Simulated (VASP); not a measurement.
A run of VASP 6.6.1 is set up as follows.

File INCAR:

```
  PREC = Accurate
  ENCUT = 600
  EDIFF = 1E-7
  ISMEAR = 0
  SIGMA = 0.1
  LREAL = False
  LASPH = True
  NELM = 60
  ALGO = Normal
  ISIF = 4
  LWAVE = False
  LCHARG = False
  GGA = PE
  IBRION = 2
  NSW = 50
  EDIFFG = -0.01
```

KPOINTS

```
Automatic mesh
0
Gamma
  6 6 8
```

POSCAR

```
Ga2S
1.0
    3.3054384304     -4.1608878073      0.0000000000
    3.3054384304      4.1608878073      0.0000000000
    0.0000000000      0.0000000000      4.7328269821
Ga S
4 2
Direct
    0.6042011699      0.3957988301      0.6823613434
    0.8957988301      0.1042011699      0.6823613434
    0.3957988301      0.6042011699      0.3176386566
    0.1042011699      0.8957988301      0.3176386566
    0.2500000000      0.2500000000      0.0000000000
    0.7500000000      0.7500000000      0.0000000000
```

Potentials or basis: VASP PAW PBE potentials, release 64 (Ga_d, S).

The run is started by

```bash
$ cat potpaw_PBE.64/Ga_d/POTCAR potpaw_PBE.64/S/POTCAR > POTCAR
$ mpirun -np 1 vasp_std > vasp.out
```

Task: What does it give for the band gap on the k mesh?

Result: Zero (bands 32 and 33 overlap by 1.37 eV).

Final structure:
```
CELL_PARAMETERS angstrom
3.29579 -4.16867 0.00000
3.29579 4.16867 0.00000
0.00000 0.00000 4.73782
ATOMIC_POSITIONS crystal
Ga 0.60467 0.39533 0.68042
Ga 0.89533 0.10467 0.68042
Ga 0.39533 0.60467 0.31958
Ga 0.10467 0.89533 0.31958
S 0.25000 0.25000 0.00000
S 0.75000 0.75000 0.00000
```
